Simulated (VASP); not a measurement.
Wanted: the native input for a VASP 6.6.1 run.

| Property | Result |
| --- | --- |
| Task | relaxation of shape and atoms at fixed volume |
| Functional | PBE |
| Potentials or basis | VASP PAW PBE potentials, release 64 (Au) |
| Cutoff | 600 eV |
| k mesh | 15 × 15 × 8 |
| Occupations | fermi-dirac, width 0.08 eV |
| Spin | no spin polarisation |
| Dipole correction | no |
| Further INCAR settings | ALGO = Normal; EDIFF = 1e-07; IBRION = 2; EDIFFG = -0.005; NSW = 50; ISIF = 4 |

The structure of Au lies in POSCAR:

```
Au
1.0
    2.7581786677      0.0000000000      0.0000000000
   -1.3790893338      2.3886527944      0.0000000000
    0.0000000000      0.0000000000      4.6432525749
Au
2
Direct
    0.3333333333      0.6666666667      0.2500000000
    0.6666666667      0.3333333333      0.7500000000
```

This isn't the form of Au at room conditions, which is fcc.

These files were run (other wordings do the same):

INCAR

```
ALGO = Normal
EDIFF = 1E-7
EDIFFG = -0.005
ENCUT = 600
GGA = PE
IBRION = 2
ISIF = 4
ISMEAR = -1
LASPH = T
LCHARG = F
LREAL = F
LWAVE = F
NELM = 60
NSW = 50
PREC = Accurate
SIGMA = 0.08
```

KPOINTS

```
k-points
0
Gamma
  15 15 8
```

Potentials or basis: VASP PAW PBE potentials, release 64 (Au).

The run is started by

```console
$ cat potpaw_PBE.64/Au/POTCAR > POTCAR
$ mpirun -np 1 vasp_std > vasp.out
```

It gave:

```
Energy gained by relaxing : 1.3 meV/atom
Ionic steps               : 3
Pressure after relaxing   : 35.8 GPa
Band gap on the k mesh    : zero (bands 11 and 12 overlap by 7.77 eV)
```

Caveat: spin-orbit coupling is left out, which moves the levels of the heavy elements.

It took 2.4 min on 1 thread of Intel Xeon 8259CL (shared host), peak memory 0.21 GiB.
